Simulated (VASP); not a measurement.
# BaMg3H4 (P3m1) in VASP: relaxation of cell and atoms with PBE

Aim: the relaxation of cell and atoms of BaMg3H4 with PBE.

Everything below comes from runs of VASP 6.6.1. Logs are shortened: lines on timing, memory, paths and dates and some standing lists are left out, and cuts for length are marked.

## (1) The cell of the first run

It takes space group P3m1 (No. 156, trigonal). The conventional cell has a = 4.714 Å, b = 4.714 Å, c = 15.769 Å, α = 90.00°, β = 90.00°, γ = 120.00°. Within 5.0 Å of Ba (site symmetry 3m) lie 4 H at 3.48 Å and 6 Ba at 4.71 Å and 3 Mg at 4.95 Å. Mg (site symmetry 3m) has 4 H at 2.72 to 2.80 Å within 3.6 Å. Mg (site symmetry 3m) has 4 H at 2.72 to 2.80 Å within 3.6 Å. Mg (site symmetry 3m) has 4 H at 2.72 to 2.80 Å within 3.6 Å. H (site symmetry 3m) has 4 Mg at 2.72 to 2.80 Å within 3.6 Å. H (site symmetry 3m) has 4 Mg at 2.72 to 2.80 Å within 3.6 Å. H (site symmetry 3m) has 3 Mg at 2.80 Å and 1 Ba at 3.48 Å within 3.7 Å. H (site symmetry 3m) has 1 Mg at 2.72 Å and 3 Ba at 3.48 Å within 3.6 Å.

## (2) Relaxation of cell and atoms, PBE

INCAR reads:

```
SYSTEM = BaMg3H4
PREC     = Accurate       ! precision mode
ENCUT    = 840            ! plane-wave cutoff, eV
EDIFF    = 1E-7           ! SCF threshold, eV
ISMEAR   = 0              ! smearing method
SIGMA    = 0.1            ! smearing width, eV
LREAL    = .FALSE.        ! projectors in reciprocal space
LASPH    = .TRUE.         ! aspherical terms in the spheres
NELM     = 120            ! most SCF steps
ALGO     = Normal         ! electronic algorithm
ISIF     = 3              ! what is computed and relaxed
LWAVE    = .FALSE.        ! write WAVECAR
LCHARG   = .FALSE.        ! write CHGCAR
GGA      = PE             ! functional
IBRION   = 2              ! ionic algorithm
NSW      = 90             ! ionic steps
EDIFFG   = -0.04          ! ionic threshold
GGA_COMPAT= .FALSE.      
NELMIN   = 4
```

KPOINTS reads:

```
Automatic mesh
0
G
  6 6 1
  0 0 0
```

POSCAR reads:

```
BaMg3H4
1.0
    4.7143121400      0.0000000000      0.0000000000
   -2.3571560700      4.0827140800      0.0000000000
    0.0000000000      0.0000000000     15.7690884400
Ba Mg H
1 3 4
Direct
    0.0000000000      0.0000000000      0.6487429900
    0.0000000000      0.0000000000      0.1726684700
    0.3333333300      0.6666666700      0.3868260500
    0.6666666700      0.3333333300      0.9585108900
    0.0000000000      0.0000000000      0.0000000000
    0.3333333300      0.6666666700      0.2141575800
    0.0000000000      0.0000000000      0.4283151500
    0.6666666700      0.3333333300      0.7858424200
```

Potentials or basis: VASP PAW PBE potentials, release 64 (Ba_sv, Mg_sv, H).

Run with:

```console
$ cat potpaw_PBE.64/Ba_sv/POTCAR potpaw_PBE.64/Mg_sv/POTCAR potpaw_PBE.64/H/POTCAR > POTCAR
$ mpirun -np 1 vasp_std > vasp.out
```

OUTCAR:

```text
SYSTEM = BaMg3H4
   PREC = Accurate
   ENCUT = 840
   EDIFF = 1E-7
   ISMEAR = 0
   LREAL = .FALSE.
   LASPH = .TRUE.
   NELM = 120
   ISIF = 3
   GGA = PE
   IBRION = 2
   NSW = 90
   EDIFFG = -0.04
   NELMIN = 4

 ion  position               nearest neighbor table
   1  0.000  0.000  0.649-
   2  0.000  0.000  0.173-
   3  0.333  0.667  0.387-
   4  0.667  0.333  0.959-
   5  0.000  0.000  0.000-
   6  0.333  0.667  0.214-
   7  0.000  0.000  0.428-
   8  0.667  0.333  0.786-

  LATTYP: Found a hexagonal cell.
 ALAT       =     4.7143121400
 C/A-ratio  =     3.3449394040

  Lattice vectors:

 A1 = (   4.7143121400,   0.0000000000,   0.0000000000)
 A2 = (  -2.3571560700,   4.0827140800,   0.0000000000)
 A3 = (   0.0000000000,   0.0000000000,  15.7690884400)

Analysis of symmetry for initial positions (statically):
=====================================================================
 Subroutine PRICEL returns:
 Original cell was already a primitive cell.

 Routine SETGRP: Setting up the symmetry group for a
 hexagonal supercell.

 Subroutine GETGRP returns: Found  6 space group operations
 (whereof  6 operations were pure point group operations)
 out of a pool of 24 trial point group operations.

The static configuration has the point symmetry C_3v.

Analysis of symmetry for dynamics (positions and initial velocities):
=====================================================================
 Subroutine PRICEL returns:
 Original cell was already a primitive cell.

 Routine SETGRP: Setting up the symmetry group for a
 hexagonal supercell.

 Subroutine GETGRP returns: Found  6 space group operations
 (whereof  6 operations were pure point group operations)
 out of a pool of 24 trial point group operations.

The dynamic configuration has the point symmetry C_3v.

 Subroutine INISYM returns: Found  6 space group operations
 (whereof  6 operations are pure point group operations),
 and found     1 'primitive' translations

----------------------------------------------------------------------------------------

                                     Primitive cell

  volume of cell :     303.5106

  direct lattice vectors                    reciprocal lattice vectors
     4.714312140  0.000000000  0.000000000     0.212120023  0.122467552  0.000000000
    -2.357156070  4.082714080  0.000000000     0.000000000  0.244935105  0.000000000
     0.000000000  0.000000000 15.769088440     0.000000000  0.000000000  0.063415207

  length of vectors
     4.714312140  4.714312145 15.769088440     0.244935105  0.244935105  0.063415207

  position of ions in fractional coordinates (direct lattice)
     0.000000000  0.000000000  0.648742990
     0.000000000  0.000000000  0.172668470
     0.333333330  0.666666670  0.386826050
     0.666666670  0.333333330  0.958510890
     0.000000000  0.000000000  0.000000000
     0.333333330  0.666666670  0.214157580
     0.000000000  0.000000000  0.428315150
     0.666666670  0.333333330  0.785842420

  ion indices of the primitive-cell ions
   primitive index   ion index
                 1           1
                 2           2
                 3           3
                 4           4
                 5           5
                 6           6
                 7           7
                 8           8

----------------------------------------------------------------------------------------

 KPOINTS: Automatic mesh

Automatic generation of k-mesh.
 Grid dimensions read from file:
 generate k-points for:    6    6    1

 Generating k-lattice:

  Cartesian coordinates                     Fractional coordinates (reciprocal lattice)
     0.035353337  0.020411259  0.000000000     0.166666667 -0.000000000  0.000000000
     0.000000000  0.040822517  0.000000000     0.000000000  0.166666667  0.000000000
     0.000000000  0.000000000  0.063415207     0.000000000  0.000000000  1.000000000

  Length of vectors
     0.040822517  0.040822517  0.063415207

  Shift w.r.t. Gamma in fractional coordinates (k-lattice)
     0.000000000  0.000000000  0.000000000

 Subroutine IBZKPT returns following result:
 ===========================================

 Found      7 irreducible k-points:

 Following reciprocal coordinates:
            Coordinates               Weight
  0.000000  0.000000  0.000000      1.000000
  0.166667  0.000000  0.000000      6.000000
  0.333333  0.000000  0.000000      6.000000
  0.500000  0.000000  0.000000      3.000000
  0.166667  0.166667  0.000000      6.000000
  0.333333  0.166667  0.000000     12.000000
  0.333333  0.333333  0.000000      2.000000
   k-points           NKPTS =      7   k-points in BZ     NKDIM =      7   number of bands    NBANDS=     27
   number of dos      NEDOS =    301   number of ions     NIONS =      8
   total plane-waves  NPLWV = 345600
   dimension x,y,z NGX =    48 NGY =   48 NGZ =  150
   dimension x,y,z NGXF=    96 NGYF=   96 NGZF=  300
   ions per type =               1   3   4
   NGX,Y,Z   is equivalent  to a cutoff of  16.93, 16.93, 15.81 a.u.
   NGXF,Y,Z  is equivalent  to a cutoff of  33.85, 33.85, 31.63 a.u.
 SYSTEM =  BaMg3H4
   PREC   = accura    normal or accurate (medium, high low for compatibility)
   ISTART =      0    job   : 0-new  1-cont  2-samecut
   ICHARG =      2    charge: 1-file 2-atom 10-const
   ISPIN  =      1    spin polarized calculation?
   LNONCOLLINEAR =      F non collinear calculations
   LSORBIT =      F    spin-orbit coupling
   LASPH  =      T    aspherical Exc in radial PAW
   ENCUT  =  840.0 eV  61.74 Ry    7.86 a.u.  11.14 11.14 37.27*2*pi/ulx,y,z
   NELM   =    120;   NELMIN=  4; NELMDL= -5     # of ELM steps
   EDIFF  = 0.1E-06   stopping-criterion for ELM
   LREAL  =      F    real-space projection
   EDIFFG = -.4E-01   stopping-criterion for IOM
   NSW    =     90    number of steps for IOM
   IBRION =      2    ionic relax: 0-MD 1-quasi-New 2-CG
   NFREE  =      1    steps in history (QN), initial steepest desc. (CG)
   ISIF   =      3    stress and relaxation
   ISYM   =      2    0-nonsym 1-usesym 2-fastsym
   POTIM  = 0.5000    time-step for ionic-motion
   TEBEG  =    0.0;   TEEND  =   0.0 temperature during run
   PSTRESS=    0.0 pullay stress
   NELECT =      44.0000    total number of electrons
   NUPDOWN=      -1.0000    fix difference up-down
   EMIN   =  10.00;   EMAX   =-10.00  energy-range for DOS
   EFERMI =   0.00;   METHOD = LEGACY
   ISMEAR =     0;   SIGMA  =   0.10  broadening in eV -4-tet -1-fermi 0-gaus
   EFERMI_NEDOS =   21; number of points for ismear=-14 and -15
   IALGO  =     38    algorithm
   IMIX   =      4    mixing-type and parameters
     AMIX     =   0.40;   BMIX     =  1.00
     AMIX_MAG =   1.60;   BMIX_MAG =  1.00
  volume/ion in A,a.u.               =      37.94       256.02
  Fermi-wavevector in a.u.,A,eV,Ry     =   0.860005  1.625174 10.062991  0.739609
  Thomas-Fermi vector in A             =   1.977445
   LORBIT       =      0    0 simple, 1 ext, 2 COOP (PROOUT), +10 PAW based schemes
   GGA     = PE    functional components
   LHFCALC =     F    Hartree Fock is set to
   AEXX    =    0.0000 exact exchange contribution
   IVDW    =     0    specifies the selected vdW correction
   LEPSILON=     F    determine dielectric tensor
   LRPA    =     F    only Hartree local field effects (RPA)
 conjugate gradient relaxation of ions
 non-spin polarized calculation
 Gauss-broadening in eV      SIGMA  =   0.10
  energy-cutoff  :      840.00
  volume of cell :      303.51
 maximum number of plane-waves:     16800
 NGX is ok and might be reduce to    48
   NGX = 23   NGY = 23   NGZ = 75

--------------------------------------- Ionic step        1  -------------------------------------------

 number of electron      44.0000014 magnetization

 Free energy of the ion-electron system (eV)
  ---------------------------------------------------
  ext. energy  EPLUGINS =         0.00000000
  ---------------------------------------------------
  free energy    TOTEN  =       -13.72780001 eV

  energy without entropy =      -13.70285850  energy(sigma->0) =      -13.71532925

------------------------ aborting loop because EDIFF is reached ----------------------------------------

  FORCE on cell =-STRESS in cart. coord.  units (eV):
  Direction    XX          YY          ZZ          XY          YZ          ZX
  --------------------------------------------------------------------------------------
  -------------------------------------------------------------------------------------
  Total       -7.8944311     -7.8944311    -11.6200510     -0.0000000      0.0000000      0.0000000
  in kB      -41.6732654    -41.6732655    -61.3401349     -0.0000000      0.0000000      0.0000000
  external PRESSURE =     -48.2288886 kB  Pullay stress =       0.0000000 kB
[... 27 lines left out ...]
  energy  without entropy=      -13.7028585020  energy(sigma->0) =      -13.71532925

--------------------------------------- Ionic step        2  -------------------------------------------

 number of electron      44.0000003 magnetization

 E-fermi :  -0.1667     XC(G=0):  -6.4825

 val. band max:       -0.1885161101   @ k =   0.3333   0.1667   0.0000
 cond. band min:      -0.0740792647   @ k =   0.5000   0.0000   0.0000
 fundamental gap:      0.1144368454
 Fermi energy:        -0.1666823435

 k-point     1 :       0.0000    0.0000    0.0000
  band No.  band energies     occupation
      1     -77.2450      2.00000
      2     -77.2430      2.00000
      3     -77.2264      2.00000
      4     -44.0114      2.00000
      5     -44.0114      2.00000
      6     -44.0057      2.00000
[... 276 lines left out ...]
  FREE ENERGIE OF THE ION-ELECTRON SYSTEM (eV)
  ---------------------------------------------------
  free  energy   TOTEN  =       -19.0387702162 eV

  energy  without entropy=      -19.0124798673  energy(sigma->0) =      -19.02562504

[... ionic steps 4 to 18 ...]

--------------------------------------- Ionic step       19  -------------------------------------------

 number of electron      44.0000000 magnetization

------------------------ aborting loop because EDIFF is reached ----------------------------------------

  FORCE on cell =-STRESS in cart. coord.  units (eV):
  Direction    XX          YY          ZZ          XY          YZ          ZX
  --------------------------------------------------------------------------------------
  -------------------------------------------------------------------------------------
  Total        0.0324422      0.0324422      0.1451239      0.0000000      0.0000000      0.0000000
  in kB        0.3775328      0.3775328      1.6888217      0.0000000      0.0000000      0.0000000
  external PRESSURE =       0.8146291 kB  Pullay stress =       0.0000000 kB
[... 69 lines left out ...]
  energy  without entropy=      -19.6197168048  energy(sigma->0) =      -19.62878131

--------------------------------------- Ionic step       21  -------------------------------------------

 number of electron      44.0000001 magnetization

 Free energy of the ion-electron system (eV)
  ---------------------------------------------------
  ext. energy  EPLUGINS =         0.00000000
  ---------------------------------------------------
  free energy    TOTEN  =       -19.63806064 eV

  energy without entropy =      -19.61989108  energy(sigma->0) =      -19.62897586

 E-fermi :   2.2530     XC(G=0):  -8.4508

 val. band max:        2.2413558439   @ k =   0.3333   0.3333   0.0000
 cond. band min:       2.2779420570   @ k =   0.5000   0.0000   0.0000
 fundamental gap:      0.0365862130
 Fermi energy:         2.2530478786

 k-point     1 :       0.0000    0.0000    0.0000
  band No.  band energies     occupation
      1     -74.5049      2.00000
      2     -74.4377      2.00000
      3     -73.9890      2.00000
      4     -41.2771      2.00000
      5     -41.2771      2.00000
      6     -41.2262      2.00000
[... 234 lines left out ...]
  FREE ENERGIE OF THE ION-ELECTRON SYSTEM (eV)
  ---------------------------------------------------
  free  energy   TOTEN  =       -19.6380606375 eV

  energy  without entropy=      -19.6198910801  energy(sigma->0) =      -19.62897586

 reached required accuracy - stopping structural energy minimisation
```

Wall time 36 min (1 thread of Intel Xeon Platinum 8559C (Emerald Rapids), shared host); peak memory 0.87 GiB.

Results:

```yaml
Free_energy: -19.6381 eV
Relaxed_volume: 17.25 Å³/atom
Relaxed_cell: a = 3.949 Å, b = 3.949 Å, c = 10.220 Å, α = 90.00°, β = 90.00°, γ = 120.00°
Space_group_after_relaxing_to_0.1_Å: P3m1 (No. 156)
Energy_gained_by_relaxing: 738.8 meV/atom
Ionic_steps: 21
Pressure_after_relaxing: -0.1 GPa
Largest_force_after_relaxing: 0.025 eV/Å
Band_gap_on_the_k_mesh: zero (bands 22 and 23 overlap by 1.14 eV)
```

Forces on the atoms (eV/Å):
```
Ba   0.000  0.000  0.020
Mg   0.000  0.000 -0.025
Mg   0.000  0.000 -0.004
Mg   0.000  0.000  0.016
H    0.000  0.000 -0.013
H    0.000  0.000  0.007
H    0.000  0.000 -0.007
H    0.000  0.000  0.005
```

Step by step:
```csv
step,energy change (eV),largest force (eV/Å),pressure (GPa),volume (Å³)
1,0.0000,0.2999,-4.82,303.51
2,-1.5863,0.3179,-5.34,256.01
3,-5.3110,0.7901,-1.39,143.17
4,-5.2505,1.0407,3.17,125.97
5,-5.3487,0.8730,0.00,136.73
6,-5.3459,0.9084,0.63,134.23
7,-5.4632,0.7789,0.76,132.59
8,-5.6232,0.6224,1.68,128.32
9,-5.6355,0.8748,2.24,126.75
10,-5.7468,0.4585,1.14,130.47
11,-5.7931,0.4420,0.08,135.50
12,-5.7940,0.3854,0.19,134.85
13,-5.8288,0.3110,0.02,135.82
14,-5.8844,0.2854,-0.25,138.65
15,-5.8851,0.3095,-0.26,139.07
16,-5.8985,0.1880,-0.08,138.44
17,-5.8988,0.1851,-0.04,138.30
18,-5.9058,0.1131,0.03,137.88
19,-5.9065,0.1211,0.08,137.68
20,-5.9100,0.0473,-0.08,137.94
21,-5.9103,0.0246,-0.13,138.02
```

Final structure:
```
Ba Mg H
1.0
     3.94899    0.00000    0.00000
    -1.97450    3.41993    0.00000
     0.00000    0.00000   10.21992
Ba Mg H
1 3 4
Direct
  0.00000 0.00000 0.67983
  0.00000 0.00000 0.18628
  0.33333 0.66667 0.40059
  0.66667 0.33333 0.97496
  0.00000 0.00000 0.99117
  0.33333 0.66667 0.19541
  0.00000 0.00000 0.37131
  0.66667 0.33333 0.79552
```

Caveat: the k points lie up to 0.61 Å⁻¹ apart in the final cell, too coarse for converged energies and pressures of a metal; the volume moved by over 15 % at a fixed basis, so the end points are rough; spin-orbit coupling is left out, which moves the levels of the heavy elements.

The gap in the log of VASP goes by the Fermi energy; the results here count the filled bands.